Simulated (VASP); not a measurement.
# Zn3SnO (P6/mmm) in VASP: further runs

The runs below take Zn3SnO through single point, relaxation of cell and atoms, with PBE.

All numbers are computed with VASP 6.6.1; they aren't measurements. Logs are shortened: lines on timing, memory, paths and dates and some standing lists are left out, and cuts for length are marked.

### 1 The cell of the first run

Symmetry: P6/mmm, No. 191, hexagonal system. The conventional cell has a = 5.021 Å, b = 5.021 Å, c = 4.433 Å, α = 90.00°, β = 90.00°, γ = 120.00°. Within 3.3 Å of Zn (site symmetry mmm) lie 2 Sn at 2.51 Å and 4 Zn at 2.51 Å. Within 2.9 Å of Sn (site symmetry 6/mmm) lie 2 O at 2.22 Å and 6 Zn at 2.51 Å. Within 2.9 Å of O (site symmetry 6/mmm) lie 2 Sn at 2.22 Å.

### 2 Single point, PBE

The input, INCAR:

```
SYSTEM = Zn3SnO
  PREC = Accurate
  ENCUT = 520
  EDIFF = 1E-7
  ISMEAR = 0
  SIGMA = 0.1
  LREAL = .FALSE.
  LASPH = .TRUE.
  NELM = 80
  ALGO = Normal
  ISIF = 2
  LWAVE = .FALSE.
  LCHARG = .FALSE.
  GGA = PE
  NBANDS = 36
```

The input, KPOINTS:

```
regular mesh
0
G
  6 6 4
  0 0 0
```

The input, POSCAR:

```
Zn3SnO
1.0
    5.0207455800      0.0000000000      0.0000000000
   -2.5103727900      4.3480932200      0.0000000000
    0.0000000000      0.0000000000      4.4328535600
Zn Sn O
3 1 1
Direct
    0.5000000000      0.0000000000      0.0000000000
    0.0000000000      0.5000000000      0.0000000000
    0.5000000000      0.5000000000      0.0000000000
    0.0000000000      0.0000000000      0.0000000000
    0.0000000000      0.0000000000      0.5000000000
```

Potentials or basis: VASP PAW PBE potentials, release 64 (Zn, Sn_d, O).

The run is started by

```
$ cat potpaw_PBE.64/Zn/POTCAR potpaw_PBE.64/Sn_d/POTCAR potpaw_PBE.64/O/POTCAR > POTCAR
$ mpirun -np 1 vasp_std > vasp.out
```

OUTCAR:

```text
SYSTEM = Zn3SnO
   PREC = Accurate
   ENCUT = 520
   EDIFF = 1E-7
   ISMEAR = 0
   LREAL = .FALSE.
   LASPH = .TRUE.
   NELM = 80
   ISIF = 2
   GGA = PE

 ion  position               nearest neighbor table
   1  0.500  0.000  0.000-   4 2.51   4 2.51   2 2.51   3 2.51   3 2.51   2 2.51
   2  0.000  0.500  0.000-   3 2.51   3 2.51   4 2.51   4 2.51   1 2.51   1 2.51
   3  0.500  0.500  0.000-   2 2.51   2 2.51   4 2.51   1 2.51   1 2.51   4 2.51
   4  0.000  0.000  0.000-   5 2.22   5 2.22   1 2.51   1 2.51   3 2.51   2 2.51   2 2.51   3 2.51

   5  0.000  0.000  0.500-   4 2.22   4 2.22

  LATTYP: Found a hexagonal cell.
 ALAT       =     5.0207455800
 C/A-ratio  =     0.8829074267

  Lattice vectors:

 A1 = (   5.0207455800,   0.0000000000,   0.0000000000)
 A2 = (  -2.5103727900,   4.3480932200,   0.0000000000)
 A3 = (   0.0000000000,   0.0000000000,   4.4328535600)

Analysis of symmetry for initial positions (statically):
=====================================================================
 Subroutine PRICEL returns:
 Original cell was already a primitive cell.

 Routine SETGRP: Setting up the symmetry group for a
 hexagonal supercell.

 Subroutine GETGRP returns: Found 24 space group operations
 (whereof 24 operations were pure point group operations)
 out of a pool of 24 trial point group operations.

The static configuration has the point symmetry D_6h.

Analysis of symmetry for dynamics (positions and initial velocities):
=====================================================================
 Subroutine PRICEL returns:
 Original cell was already a primitive cell.

 Routine SETGRP: Setting up the symmetry group for a
 hexagonal supercell.

 Subroutine GETGRP returns: Found 24 space group operations
 (whereof 24 operations were pure point group operations)
 out of a pool of 24 trial point group operations.

The dynamic configuration has the point symmetry D_6h.

 Subroutine INISYM returns: Found 24 space group operations
 (whereof 24 operations are pure point group operations),
 and found     1 'primitive' translations

----------------------------------------------------------------------------------------

                                     Primitive cell

  volume of cell :      96.7722

  direct lattice vectors                    reciprocal lattice vectors
     5.020745580  0.000000000  0.000000000     0.199173606  0.114992935  0.000000000
    -2.510372790  4.348093220  0.000000000     0.000000000  0.229985870  0.000000000
     0.000000000  0.000000000  4.432853560     0.000000000  0.000000000  0.225588323

  length of vectors
     5.020745580  5.020745582  4.432853560     0.229985870  0.229985870  0.225588323

  position of ions in fractional coordinates (direct lattice)
     0.500000000  0.000000000  0.000000000
     0.000000000  0.500000000  0.000000000
     0.500000000  0.500000000  0.000000000
     0.000000000  0.000000000  0.000000000
     0.000000000  0.000000000  0.500000000

  ion indices of the primitive-cell ions
   primitive index   ion index
                 1           1
                 2           2
                 3           3
                 4           4
                 5           5

----------------------------------------------------------------------------------------

 KPOINTS: regular mesh

Automatic generation of k-mesh.
 Grid dimensions read from file:
 generate k-points for:    6    6    4

 Generating k-lattice:

  Cartesian coordinates                     Fractional coordinates (reciprocal lattice)
     0.033195601  0.019165489  0.000000000     0.166666667  0.000000000  0.000000000
     0.000000000  0.038330978  0.000000000     0.000000000  0.166666667  0.000000000
     0.000000000  0.000000000  0.056397081     0.000000000  0.000000000  0.250000000

  Length of vectors
     0.038330978  0.038330978  0.056397081

  Shift w.r.t. Gamma in fractional coordinates (k-lattice)
     0.000000000  0.000000000  0.000000000

 Subroutine IBZKPT returns following result:
 ===========================================

 Found     21 irreducible k-points:

 Following reciprocal coordinates:
            Coordinates               Weight
  0.000000  0.000000  0.000000      1.000000
  0.166667  0.000000  0.000000      6.000000
  0.333333 -0.000000  0.000000      6.000000
  0.500000  0.000000  0.000000      3.000000
  0.166667  0.166667  0.000000      6.000000
  0.333333  0.166667  0.000000     12.000000
[... 13 lines left out ...]
  0.333333  0.166667  0.500000     12.000000
  0.333333  0.333333  0.500000      2.000000
   k-points           NKPTS =     21   k-points in BZ     NKDIM =     21   number of bands    NBANDS=     36
   number of dos      NEDOS =    301   number of ions     NIONS =      5
   total plane-waves  NPLWV =  57600
   dimension x,y,z NGX =    40 NGY =   40 NGZ =   36
   dimension x,y,z NGXF=    80 NGYF=   80 NGZF=   72
   ions per type =               3   1   1
   NGX,Y,Z   is equivalent  to a cutoff of  13.24, 13.24, 13.50 a.u.
   NGXF,Y,Z  is equivalent  to a cutoff of  26.49, 26.49, 27.00 a.u.
 SYSTEM =  Zn3SnO
   PREC   = accura    normal or accurate (medium, high low for compatibility)
   ISTART =      0    job   : 0-new  1-cont  2-samecut
   ICHARG =      2    charge: 1-file 2-atom 10-const
   ISPIN  =      1    spin polarized calculation?
   LNONCOLLINEAR =      F non collinear calculations
   LSORBIT =      F    spin-orbit coupling
   LASPH  =      T    aspherical Exc in radial PAW
   ENCUT  =  520.0 eV  38.22 Ry    6.18 a.u.   9.34  9.34  8.24*2*pi/ulx,y,z
   NELM   =     80;   NELMIN=  2; NELMDL= -5     # of ELM steps
   EDIFF  = 0.1E-06   stopping-criterion for ELM
   LREAL  =      F    real-space projection
   EDIFFG = 0.1E-05   stopping-criterion for IOM
   NSW    =      0    number of steps for IOM
   IBRION =     -1    ionic relax: 0-MD 1-quasi-New 2-CG
   NFREE  =      0    steps in history (QN), initial steepest desc. (CG)
   ISIF   =      2    stress and relaxation
   ISYM   =      2    0-nonsym 1-usesym 2-fastsym
   POTIM  = 0.5000    time-step for ionic-motion
   TEBEG  =    0.0;   TEEND  =   0.0 temperature during run
   PSTRESS=    0.0 pullay stress
   NELECT =      56.0000    total number of electrons
   NUPDOWN=      -1.0000    fix difference up-down
   EMIN   =  10.00;   EMAX   =-10.00  energy-range for DOS
   EFERMI =   0.00;   METHOD = LEGACY
   ISMEAR =     0;   SIGMA  =   0.10  broadening in eV -4-tet -1-fermi 0-gaus
   EFERMI_NEDOS =   21; number of points for ismear=-14 and -15
   IALGO  =     38    algorithm
   IMIX   =      4    mixing-type and parameters
     AMIX     =   0.40;   BMIX     =  1.00
     AMIX_MAG =   1.60;   BMIX_MAG =  1.00
  volume/ion in A,a.u.               =      19.35       130.61
  Fermi-wavevector in a.u.,A,eV,Ry     =   1.364229  2.578019 25.322095  1.861121
  Thomas-Fermi vector in A             =   2.490563
   LORBIT       =      0    0 simple, 1 ext, 2 COOP (PROOUT), +10 PAW based schemes
   GGA     = PE    functional components
   LHFCALC =     F    Hartree Fock is set to
   AEXX    =    0.0000 exact exchange contribution
   IVDW    =     0    specifies the selected vdW correction
   LEPSILON=     F    determine dielectric tensor
   LRPA    =     F    only Hartree local field effects (RPA)
 non-spin polarized calculation
 Gauss-broadening in eV      SIGMA  =   0.10
  energy-cutoff  :      520.00
  volume of cell :       96.77
 maximum number of plane-waves:      2628
 NGX is ok and might be reduce to    40
   NGX = 19   NGY = 19   NGZ = 17

 number of electron      56.0000013 magnetization

 Free energy of the ion-electron system (eV)
  ---------------------------------------------------
  ext. energy  EPLUGINS =         0.00000000
  ---------------------------------------------------
  free energy    TOTEN  =       -11.18820363 eV

  energy without entropy =      -11.17914634  energy(sigma->0) =      -11.18367498

 E-fermi :   2.9524     XC(G=0):  -9.6484

 val. band max:        2.8828061436   @ k =   0.1667   0.1667   0.0000
 cond. band min:       2.9578803526   @ k =   0.3333   0.1667   0.0000
 fundamental gap:      0.0750742090
 Fermi energy:         2.9523611348

 k-point     1 :       0.0000    0.0000    0.0000
  band No.  band energies     occupation
      1     -18.6581      2.00000
      2     -18.6581      2.00000
      3     -18.6552      2.00000
      4     -18.4386      2.00000
      5     -18.4386      2.00000
      6     -13.6335      2.00000
[... 28 lines left out ...]
     35      10.2025      0.00000
     36      12.5538      0.00000

 k-point     2 :       0.1667    0.0000    0.0000
  band No.  band energies     occupation
      1     -18.6566      2.00000
      2     -18.6513      2.00000
      3     -18.6508      2.00000
      4     -18.4384      2.00000
      5     -18.4380      2.00000
      6     -13.6209      2.00000
[... 28 lines left out ...]
     35       9.8581      0.00000
     36      11.9003      0.00000

 k-point     3 :       0.3333   -0.0000    0.0000
  band No.  band energies     occupation
      1     -18.6555      2.00000
      2     -18.6403      2.00000
      3     -18.6379      2.00000
      4     -18.4378      2.00000
      5     -18.4366      2.00000
      6     -13.5953      2.00000
[... 28 lines left out ...]
     35       9.9131      0.00000
     36      10.8720      0.00000
[... 625 lines left out ...]
 k-point    20 :       0.3333    0.1667    0.5000
  band No.  band energies     occupation
      1     -18.6442      2.00000
      2     -18.6337      2.00000
      3     -18.5085      2.00000
      4     -18.4430      2.00000
      5     -18.4420      2.00000
      6     -13.6962      2.00000
[... 28 lines left out ...]
     35       9.8752      0.00000
     36      11.2762      0.00000

 k-point    21 :       0.3333    0.3333    0.5000
  band No.  band energies     occupation
      1     -18.6364      2.00000
      2     -18.6364      2.00000
      3     -18.5070      2.00000
      4     -18.4423      2.00000
      5     -18.4423      2.00000
      6     -13.6953      2.00000
[... 28 lines left out ...]
     35      13.0219      0.00000
     36      13.0726      0.00000

------------------------ aborting loop because EDIFF is reached ----------------------------------------

  FORCE on cell =-STRESS in cart. coord.  units (eV):
  Direction    XX          YY          ZZ          XY          YZ          ZX
  --------------------------------------------------------------------------------------
  -------------------------------------------------------------------------------------
  Total       10.8799433     10.8799434     -3.2008038      0.0000000      0.0000000     -0.0000000
  in kB      180.1302993    180.1302995    -52.9930839      0.0000000      0.0000000     -0.0000000
  external PRESSURE =     102.4225050 kB  Pullay stress =       0.0000000 kB

 VOLUME and BASIS-vectors are now :
 -----------------------------------------------------------------------------
  energy-cutoff  :      520.00
  volume of cell :       96.77
      direct lattice vectors                 reciprocal lattice vectors
     5.020745580  0.000000000  0.000000000     0.199173606  0.114992935  0.000000000
    -2.510372790  4.348093220  0.000000000     0.000000000  0.229985870  0.000000000
     0.000000000  0.000000000  4.432853560     0.000000000  0.000000000  0.225588323

 POSITION                                       TOTAL-FORCE (eV/Angst)
 -----------------------------------------------------------------------------------
      2.51037      0.00000      0.00000         0.000000      0.000000      0.000000
     -1.25519      2.17405      0.00000         0.000000      0.000000      0.000000
      1.25519      2.17405      0.00000        -0.000000      0.000000      0.000000
      0.00000      0.00000      0.00000         0.000000      0.000000      0.000000
      0.00000      0.00000      2.21643         0.000000      0.000000      0.000000
 -----------------------------------------------------------------------------------
    total drift:                               -0.000000      0.000000     -0.000000

  FREE ENERGIE OF THE ION-ELECTRON SYSTEM (eV)
  ---------------------------------------------------
  free  energy   TOTEN  =       -11.1882036258 eV

  energy  without entropy=      -11.1791463369  energy(sigma->0) =      -11.18367498
```

Run time: 67 s. Hardware: 1 thread of Intel Xeon Platinum 8488C (Sapphire Rapids), shared host; peak memory 0.25 GiB.

What came out:

```yaml
Free_energy: -11.1882 eV
Pressure: 10.2 GPa
Band_gap_on_the_k_mesh: zero (band 28 reaches 4.77 eV, above the bottom of band 29 at 1.82 eV)
```

Caveat: spin-orbit coupling is left out, which moves the levels of the heavy elements.

### 3 Single point, PBE

This run uses another cell than the first one, of 21.80 Å³/atom, 1.126 times its volume.

The input, INCAR:

```
SYSTEM = Zn3SnO
PREC     = Accurate       ! precision mode
ENCUT    = 520            ! plane-wave cutoff, eV
EDIFF    = 1E-6           ! SCF threshold, eV
ISMEAR   = 0              ! smearing method
SIGMA    = 0.1            ! smearing width, eV
LREAL    = .False.        ! projectors in reciprocal space
LASPH    = .True.         ! aspherical terms in the spheres
NELM     = 80             ! most SCF steps
ALGO     = Normal         ! electronic algorithm
ISIF     = 2              ! what is computed and relaxed
LWAVE    = .False.        ! write WAVECAR
LCHARG   = .False.        ! write CHGCAR
GGA      = PE             ! functional
NBANDS   = 36             ! bands
```

The input, KPOINTS:

```
Automatic mesh
0
Gamma
  6 6 4
  0 0 0
```

Changes to POSCAR since step 2:

```diff
@@ -2,5 +2,5 @@
 1.0
-    5.0207455800      0.0000000000      0.0000000000
-   -2.5103727900      4.3480932200      0.0000000000
-    0.0000000000      0.0000000000      4.4328535600
+    5.4949478015      0.0000000000      0.0000000000
+   -2.7474739007      4.7587643885      0.0000000000
+    0.0000000000      0.0000000000      4.1684829927
 Zn Sn O
```

Potentials or basis: VASP PAW PBE potentials, release 64 (Zn, Sn_d, O).

The run is started by

```
$ cat potpaw_PBE.64/Zn/POTCAR potpaw_PBE.64/Sn_d/POTCAR potpaw_PBE.64/O/POTCAR > POTCAR
$ mpirun -np 1 vasp_std > vasp.out
```

It took 68 s on 1 thread of Intel Xeon Platinum 8488C (Sapphire Rapids), shared host; peak memory 0.26 GiB.

Results (log left out):

| Property | Result |
| --- | --- |
| Free energy | -12.0939 eV |
| Pressure | 0.3 GPa |
| Band gap on the k mesh | zero (band 28 reaches 3.71 eV, above the bottom of band 29 at 1.58 eV) |

Stress tensor (GPa, compression positive):
```
0.23 0.00 0.00
0.00 0.23 0.00
0.00 0.00 0.33
```

Levels at points of the mesh, in eV from the Fermi level:
```
           k point  band 25  band 26  band 27  band 28  band 29  band 30  band 31  band 32
(0.00, 0.00, 0.00)    -3.81    -1.14    -1.03    -0.32    -0.32    -0.14    -0.14     2.44
(0.50, 0.00, 0.00)    -4.05    -2.85    -1.80    -0.79     3.32     3.77     3.83     4.20
(0.00, 0.00, 0.50)    -2.13    -2.12    -2.12    -1.17    -0.55     0.43     0.43     2.40
(0.50, 0.00, 0.50)    -2.70    -2.61    -2.22    -0.06     1.03     1.09     4.18     4.22
```

Caveat: the k points lie up to 0.38 Å⁻¹ apart; spin-orbit coupling is left out, which moves the levels of the heavy elements.

### 4 Relaxation of cell and atoms, PBE

The input, INCAR:

```
ALGO = Normal ; EDIFF = 1E-6
EDIFFG = -0.04 ; ENCUT = 600
GGA = PE ; IBRION = 2
ISIF = 3 ; ISMEAR = 0
LASPH = True ; LCHARG = False
LREAL = False ; LWAVE = False
NELM = 60 ; NSW = 90
PREC = Accurate ; SIGMA = 0.1
```

The input, KPOINTS:

```
k-points
0
Gamma
  6 6 4
```

Changes to POSCAR since step 3:

```diff
@@ -2,5 +2,5 @@
 1.0
-    5.4949478015      0.0000000000      0.0000000000
-   -2.7474739007      4.7587643885      0.0000000000
-    0.0000000000      0.0000000000      4.1684829927
+    5.0207455800      0.0000000000      0.0000000000
+   -2.5103727900      4.3480932200      0.0000000000
+    0.0000000000      0.0000000000      4.4328535600
 Zn Sn O
```

The run is started by

```
$ cat potpaw_PBE.64/Zn/POTCAR potpaw_PBE.64/Sn_d/POTCAR potpaw_PBE.64/O/POTCAR > POTCAR
$ mpirun -np 1 vasp_std > vasp.out
```

Wall time 3.9 min (1 thread of Intel Xeon Platinum 8488C (Sapphire Rapids), shared host); peak memory 0.28 GiB.

The run converged. Its results:

| Property | Result |
| --- | --- |
| Free energy | -12.0902 eV |
| Relaxed volume | 21.92 Å³/atom |
| Relaxed cell | a = 5.503 Å, b = 5.503 Å, c = 4.178 Å, α = 90.00°, β = 90.00°, γ = 120.00° |
| Space group after relaxing (to 0.05 Å) | P6/mmm (No. 191) |
| Energy gained by relaxing | 180.2 meV/atom |
| Ionic steps | 6 |
| Pressure after relaxing | 0.0 GPa |
| Band gap on the k mesh | zero (band 28 reaches 3.66 eV, above the bottom of band 29 at 1.55 eV) |

Stress tensor (GPa, compression positive):
```
 0.06  0.00  0.00
 0.00  0.06  0.00
 0.00  0.00 -0.07
```

Step by step:
```
step  energy change (eV)  largest force (eV/Å)  pressure (GPa)  volume (Å³)
   1              0.0000                0.0000           10.17        96.77
   2             -0.8576                0.0000           -1.89       114.37
   3             -0.8592                0.0000           -1.53       112.74
   4             -0.8595                0.0000           -1.60       113.06
   5             -0.9001                0.0000           -0.22       110.02
   6             -0.9011                0.0000            0.02       109.58
```

Final structure:
```
CELL_PARAMETERS angstrom
5.50288 0.00000 0.00000
-2.75144 4.76563 0.00000
0.00000 0.00000 4.17840
ATOMIC_POSITIONS crystal
Zn 0.50000 0.00000 0.00000
Zn 0.00000 0.50000 0.00000
Zn 0.50000 0.50000 0.00000
Sn 0.00000 0.00000 0.00000
O 0.00000 0.00000 0.50000
```

Levels at points of the mesh, in eV from the Fermi level:
```tsv
k point	band 26	band 27	band 28	band 29	band 30	band 31
(0.00, 0.00, 0.00)	-1.16	-1.02	-0.33	-0.33	-0.14	-0.14
(0.50, 0.00, 0.00)	-2.84	-1.78	-0.78	3.31	3.76	3.81
(0.00, 0.00, 0.50)	-2.10	-2.10	-1.15	-0.54	0.41	0.41
(0.50, 0.00, 0.50)	-2.58	-2.19	-0.07	1.04	1.10	4.17
```

Caveat: spin-orbit coupling is left out, which moves the levels of the heavy elements.

### 5 Summary

```tsv
task	cell	cutoff (eV)	gap on the mesh (eV)	pressure (GPa)
single point	a = 5.021, b = 5.021, c = 4.433 Å, angles 90.0, 90.0, 120.0°, 5 atoms	520	none	10.2
single point	a = 5.495, b = 5.495, c = 4.168 Å, angles 90.0, 90.0, 120.0°, 5 atoms	520	none	0.3
relaxation of cell and atoms	relaxed from a = 5.021, b = 5.021, c = 4.433 Å, angles 90.0, 90.0, 120.0°, 5 atoms	600	none	0.0
```

Alike in all rows: level PBE; potentials or basis VASP PAW PBE potentials, release 64 (Zn, Sn_d, O); no spin polarisation; k mesh 6 × 6 × 4; smearing gaussian 0.1 eV.

Caveats: some runs use coarse meshes; spin-orbit coupling is left out, which moves the levels of the heavy elements.

Total energies depend on the potentials used, so only differences within one code and one set of settings carry meaning.
